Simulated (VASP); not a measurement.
# WS2 in VASP: further runs

WS2 is run at these levels: PBE; tasks: single point.

Program: VASP 6.6.1. These are calculated values, not measurements. Logs are shortened: lines on timing, memory, paths and dates and some standing lists are left out, and cuts for length are marked.

## 1. The cell of the first run

The cell holds a slab with vacuum, 3 atoms: a = 3.184 Å, b = 3.184 Å, c = 16.951 Å, α = 90.00°, β = 90.00°, γ = 120.00°.

## 2. Single point, PBE

Contents of INCAR:

```
SYSTEM = WS2
PREC = Accurate ; ENCUT = 520
EDIFF = 1E-6 ; ISMEAR = 0
SIGMA = 0.022 ; LREAL = .False.
LASPH = .True. ; NELM = 100
ALGO = Normal ; ISIF = 2
LWAVE = .False. ; LCHARG = .False.
GGA = PE ; NBANDS = 20
```

Contents of KPOINTS:

```
regular mesh
0
Gamma
  10 10 2
  0 0 0
```

Contents of POSCAR:

```
WS2
1.0
    3.1835163552      0.0000000000      0.0000000000
   -1.5917581776      2.7570060369      0.0000000000
    0.0000000000      0.0000000000     16.9505778900
W S
1 2
Direct
    0.0000000000      0.0000000000      0.0000000000
    0.3333333333      0.6666666667      0.0920005100
    0.3333333333      0.6666666667      0.9079994900
```

Potentials or basis: VASP PAW PBE potentials, release 64 (W_sv, S).

The run is started by

```console
> cat potpaw_PBE.64/W_sv/POTCAR potpaw_PBE.64/S/POTCAR > POTCAR
> mpirun -np 1 vasp_std > vasp.out
```

OUTCAR:

```text
SYSTEM = WS2
   PREC = Accurate
   ENCUT = 520
   EDIFF = 1E-6
   ISMEAR = 0
   LREAL = .False.
   LASPH = .True.
   NELM = 100
   ISIF = 2
   GGA = PE

 ion  position               nearest neighbor table
   1  0.000  0.000  0.000-   2 2.41   3 2.41   2 2.41   3 2.41   2 2.41   3 2.41
   2  0.333  0.667  0.092-   1 2.41   1 2.41   1 2.41
   3  0.333  0.667  0.908-   1 2.41   1 2.41   1 2.41

  LATTYP: Found a hexagonal cell.
 ALAT       =     3.1835163552
 C/A-ratio  =     5.3244827413

  Lattice vectors:

 A1 = (   3.1835163552,   0.0000000000,   0.0000000000)
 A2 = (  -1.5917581776,   2.7570060369,   0.0000000000)
 A3 = (   0.0000000000,   0.0000000000,  16.9505778900)

Analysis of symmetry for initial positions (statically):
=====================================================================
 Subroutine PRICEL returns:
 Original cell was already a primitive cell.

 Routine SETGRP: Setting up the symmetry group for a
 hexagonal supercell.

 Subroutine GETGRP returns: Found 12 space group operations
 (whereof 12 operations were pure point group operations)
 out of a pool of 24 trial point group operations.

The static configuration has the point symmetry D_3h.

Analysis of symmetry for dynamics (positions and initial velocities):
=====================================================================
 Subroutine PRICEL returns:
 Original cell was already a primitive cell.

 Routine SETGRP: Setting up the symmetry group for a
 hexagonal supercell.

 Subroutine GETGRP returns: Found 12 space group operations
 (whereof 12 operations were pure point group operations)
 out of a pool of 24 trial point group operations.

The dynamic configuration has the point symmetry D_3h.

 Subroutine INISYM returns: Found 12 space group operations
 (whereof 12 operations are pure point group operations),
 and found     1 'primitive' translations

----------------------------------------------------------------------------------------

                                     Primitive cell

  volume of cell :     148.7748

  direct lattice vectors                    reciprocal lattice vectors
     3.183516355  0.000000000  0.000000000     0.314118066  0.181356150  0.000000000
    -1.591758178  2.757006037  0.000000000     0.000000000  0.362712300  0.000000000
[... 77 lines left out ...]
 SYSTEM =  WS2
   PREC   = accura    normal or accurate (medium, high low for compatibility)
   ISTART =      0    job   : 0-new  1-cont  2-samecut
   ICHARG =      2    charge: 1-file 2-atom 10-const
   ISPIN  =      1    spin polarized calculation?
   LNONCOLLINEAR =      F non collinear calculations
   LSORBIT =      F    spin-orbit coupling
   LASPH  =      T    aspherical Exc in radial PAW
   ENCUT  =  520.0 eV  38.22 Ry    6.18 a.u.   5.92  5.92 31.52*2*pi/ulx,y,z
   NELM   =    100;   NELMIN=  2; NELMDL= -5     # of ELM steps
   EDIFF  = 0.1E-05   stopping-criterion for ELM
   LREAL  =      F    real-space projection
   EDIFFG = 0.1E-04   stopping-criterion for IOM
   NSW    =      0    number of steps for IOM
   IBRION =     -1    ionic relax: 0-MD 1-quasi-New 2-CG
   NFREE  =      0    steps in history (QN), initial steepest desc. (CG)
   ISIF   =      2    stress and relaxation
   ISYM   =      2    0-nonsym 1-usesym 2-fastsym
   POTIM  = 0.5000    time-step for ionic-motion
   TEBEG  =    0.0;   TEEND  =   0.0 temperature during run
   PSTRESS=    0.0 pullay stress
   NELECT =      26.0000    total number of electrons
   NUPDOWN=      -1.0000    fix difference up-down
   EMIN   =  10.00;   EMAX   =-10.00  energy-range for DOS
   EFERMI =   0.00;   METHOD = LEGACY
   ISMEAR =     0;   SIGMA  =   0.02  broadening in eV -4-tet -1-fermi 0-gaus
   EFERMI_NEDOS =   21; number of points for ismear=-14 and -15
   IALGO  =     38    algorithm
   IMIX   =      4    mixing-type and parameters
     AMIX     =   0.40;   BMIX     =  1.00
     AMIX_MAG =   1.60;   BMIX_MAG =  1.00
  volume/ion in A,a.u.               =      49.59       334.66
  Fermi-wavevector in a.u.,A,eV,Ry     =   0.915285  1.729637 11.398226  0.837746
  Thomas-Fermi vector in A             =   2.040009
   LORBIT       =      0    0 simple, 1 ext, 2 COOP (PROOUT), +10 PAW based schemes
   GGA     = PE    functional components
   LHFCALC =     F    Hartree Fock is set to
   AEXX    =    0.0000 exact exchange contribution
   IVDW    =     0    specifies the selected vdW correction
   LEPSILON=     F    determine dielectric tensor
   LRPA    =     F    only Hartree local field effects (RPA)
 non-spin polarized calculation
 Gauss-broadening in eV      SIGMA  =   0.02
  energy-cutoff  :      520.00
  volume of cell :      148.77
 maximum number of plane-waves:      4035
 NGX is ok and might be reduce to    24
   NGX = 11   NGY = 11   NGZ = 63

 number of electron      25.9999999 magnetization

 Free energy of the ion-electron system (eV)
  ---------------------------------------------------
  ext. energy  EPLUGINS =         0.00000000
  ---------------------------------------------------
  free energy    TOTEN  =       -23.67124181 eV

  energy without entropy =      -23.67124181  energy(sigma->0) =      -23.67124181

 E-fermi :  -1.1079     XC(G=0):  -4.5416

 val. band max:       -1.2192624724   @ k =   0.0000   0.0000   0.5000
 cond. band min:       0.7843673727   @ k =   0.3000   0.3000   0.0000
 fundamental gap:      2.0036298450
 Fermi energy:        -1.1079058509

 k-point     1 :       0.0000    0.0000    0.0000
  band No.  band energies     occupation
      1     -75.2302      2.00000
      2     -39.4669      2.00000
      3     -39.3221      2.00000
      4     -39.3221      2.00000
      5     -15.9880      2.00000
      6     -14.3224      2.00000
[... 541 lines left out ...]
     19       6.9200      0.00000
     20       7.0221      0.00000

 [... further k-points ...]
[... 5 lines left out ...]
  --------------------------------------------------------------------------------------
  -------------------------------------------------------------------------------------
  Total        0.4024665      0.4024665      0.7915275     -0.0000000      0.0000000      0.0000000
  in kB        4.3342210      4.3342210      8.5240749     -0.0000000      0.0000000      0.0000000
  external PRESSURE =       5.7308390 kB  Pullay stress =       0.0000000 kB

 VOLUME and BASIS-vectors are now :
 -----------------------------------------------------------------------------
  energy-cutoff  :      520.00
  volume of cell :      148.77
      direct lattice vectors                 reciprocal lattice vectors
     3.183516355  0.000000000  0.000000000     0.314118066  0.181356150  0.000000000
    -1.591758178  2.757006037  0.000000000     0.000000000  0.362712300  0.000000000
     0.000000000  0.000000000 16.950577890     0.000000000  0.000000000  0.058995039

 POSITION                                       TOTAL-FORCE (eV/Angst)
 -----------------------------------------------------------------------------------
      0.00000      0.00000      0.00000        -0.000000      0.000000      0.000000
     -0.00000      1.83800      1.55946         0.000000     -0.000000      0.262956
     -0.00000      1.83800     15.39112         0.000000     -0.000000     -0.262956
 -----------------------------------------------------------------------------------
    total drift:                                0.000000     -0.000000     -0.000000

  FREE ENERGIE OF THE ION-ELECTRON SYSTEM (eV)
  ---------------------------------------------------
  free  energy   TOTEN  =       -23.6712418139 eV

  energy  without entropy=      -23.6712418139  energy(sigma->0) =      -23.67124181
```

Run time: 63 s. Hardware: 1 thread of Intel Xeon 6975P-C (Granite Rapids), shared host; peak memory 0.28 GiB.

What came out:

```yaml
Free_energy: -23.6712 eV
Largest_force: 0.263 eV/Å
Band_gap_on_the_k_mesh: 2.00 eV, indirect (least direct gap 2.16 eV)
```

Forces in eV/Å, atoms in the order of the input:
```
W    0.000  0.000  0.000
S    0.000  0.000  0.263
S    0.000  0.000 -0.263
```

Levels at points of the mesh, in eV from the valence-band top:
| k point | band 9 | band 10 | band 11 | band 12 | band 13 | band 14 | band 15 | band 16 | band 17 | band 18 |
| --- | --- | --- | --- | --- | --- | --- | --- | --- | --- | --- |
| (0.00, 0.00, 0.00) | -2.89 | -2.08 | -1.65 | -1.65 | 0.00 | 2.90 | 2.90 | 3.08 | 3.08 | 4.96 |
| (0.50, 0.00, 0.00) | -4.43 | -3.44 | -2.11 | -1.30 | -0.92 | 2.85 | 3.32 | 4.09 | 4.78 | 5.13 |
| (0.00, 0.00, 0.50) | -2.89 | -2.08 | -1.65 | -1.65 | 0.00 | 2.90 | 2.90 | 3.08 | 3.08 | 5.02 |
| (0.50, 0.00, 0.50) | -4.43 | -3.44 | -2.11 | -1.30 | -0.92 | 2.85 | 3.32 | 4.09 | 4.78 | 5.13 |

Caveat: spin-orbit coupling is left out, which moves the levels of the heavy elements.

## 3. Single point, PBE

Contents of INCAR:

```
ALGO = Normal
EDIFF = 1E-7
ENCUT = 520
GGA = PE
ISIF = 2
ISMEAR = 0
LASPH = T
LCHARG = F
LREAL = F
LWAVE = F
NBANDS = 20
NELM = 100
PREC = Accurate
SIGMA = 0.023
```

Contents of KPOINTS:

```
k-points
0
Gamma
  10 10 2
```

POSCAR is that of step 2.

Potentials or basis: VASP PAW PBE potentials, release 64 (W_sv, S).

The run is started by

```console
> cat potpaw_PBE.64/W_sv/POTCAR potpaw_PBE.64/S/POTCAR > POTCAR
> mpirun -np 1 vasp_std > vasp.out
```

It took 57 s on 1 thread of Intel Xeon 6975P-C (Granite Rapids), shared host; peak memory 0.28 GiB.

It converged, with:

```yaml
Free_energy: -23.6712 eV
Largest_force: 0.263 eV/Å
Band_gap_on_the_k_mesh: 2.00 eV, indirect (least direct gap 2.16 eV)
```

Forces in eV/Å, atoms in the order of the input:
```
W    0.000  0.000  0.000
S    0.000  0.000  0.263
S    0.000  0.000 -0.263
```

Levels at points of the mesh, in eV from the valence-band top:
| k point | band 9 | band 10 | band 11 | band 12 | band 13 | band 14 | band 15 | band 16 | band 17 | band 18 |
| --- | --- | --- | --- | --- | --- | --- | --- | --- | --- | --- |
| (0.00, 0.00, 0.00) | -2.89 | -2.08 | -1.65 | -1.65 | 0.00 | 2.90 | 2.90 | 3.08 | 3.08 | 4.96 |
| (0.50, 0.00, 0.00) | -4.43 | -3.44 | -2.11 | -1.30 | -0.92 | 2.85 | 3.32 | 4.09 | 4.78 | 5.13 |
| (0.00, 0.00, 0.50) | -2.89 | -2.08 | -1.65 | -1.65 | 0.00 | 2.90 | 2.90 | 3.08 | 3.08 | 5.02 |
| (0.50, 0.00, 0.50) | -4.43 | -3.44 | -2.11 | -1.30 | -0.92 | 2.85 | 3.32 | 4.09 | 4.78 | 5.13 |

Caveat: spin-orbit coupling is left out, which moves the levels of the heavy elements.

## 4. Single point, PBE

Contents of INCAR:

```
  PREC = Accurate
  ENCUT = 520
  EDIFF = 1E-6
  ISMEAR = 0
  SIGMA = 0.024
  LREAL = False
  LASPH = True
  NELM = 100
  ALGO = Normal
  ISIF = 2
  LWAVE = False
  LCHARG = False
  GGA = PE
  NBANDS = 20
```

Contents of KPOINTS:

```
Automatic mesh
0
Gamma
  10 10 2
```

POSCAR is that of step 3.

The run is started by

```console
> cat potpaw_PBE.64/W_sv/POTCAR potpaw_PBE.64/S/POTCAR > POTCAR
> mpirun -np 1 vasp_std > vasp.out
```

Run time: 56 s. Hardware: 1 thread of Intel Xeon 6975P-C (Granite Rapids), shared host; peak memory 0.28 GiB.

It converged, with:

```yaml
Free_energy: -23.6712 eV
Largest_force: 0.263 eV/Å
Band_gap_on_the_k_mesh: 2.00 eV, indirect (least direct gap 2.16 eV)
```

Forces on the atoms (eV/Å):
```
W    0.000  0.000  0.000
S    0.000  0.000  0.263
S    0.000  0.000 -0.263
```

Levels at points of the mesh, in eV from the valence-band top:
| k point | band 10 | band 11 | band 12 | band 13 | band 14 | band 15 | band 16 | band 17 |
| --- | --- | --- | --- | --- | --- | --- | --- | --- |
| (0.00, 0.00, 0.00) | -2.08 | -1.65 | -1.65 | 0.00 | 2.90 | 2.90 | 3.08 | 3.08 |
| (0.50, 0.00, 0.00) | -3.44 | -2.11 | -1.30 | -0.92 | 2.85 | 3.32 | 4.09 | 4.78 |
| (0.00, 0.00, 0.50) | -2.08 | -1.65 | -1.65 | 0.00 | 2.90 | 2.90 | 3.08 | 3.08 |
| (0.50, 0.00, 0.50) | -3.44 | -2.11 | -1.30 | -0.92 | 2.85 | 3.32 | 4.09 | 4.78 |

Caveat: spin-orbit coupling is left out, which moves the levels of the heavy elements.

## 5. Overview

| smearing | gap on the mesh (eV) | largest force (eV/Å) |
| --- | --- | --- |
| gaussian 0.022 eV | 2.00 | 0.26 |
| gaussian 0.023 eV | 2.00 | 0.26 |
| gaussian 0.024 eV | 2.00 | 0.26 |

Alike in all rows: task single point; level PBE; potentials or basis VASP PAW PBE potentials, release 64 (W_sv, S); no spin polarisation; cell as given; k mesh 10 × 10 × 2; cutoff (eV) 520.

On the cell as given the gap runs from 2.00 eV (PBE) to 2.00 eV (PBE).

Caveats: spin-orbit coupling is left out, which moves the levels of the heavy elements.

Total energies depend on the potentials used, so only differences within one code and one set of settings carry meaning.
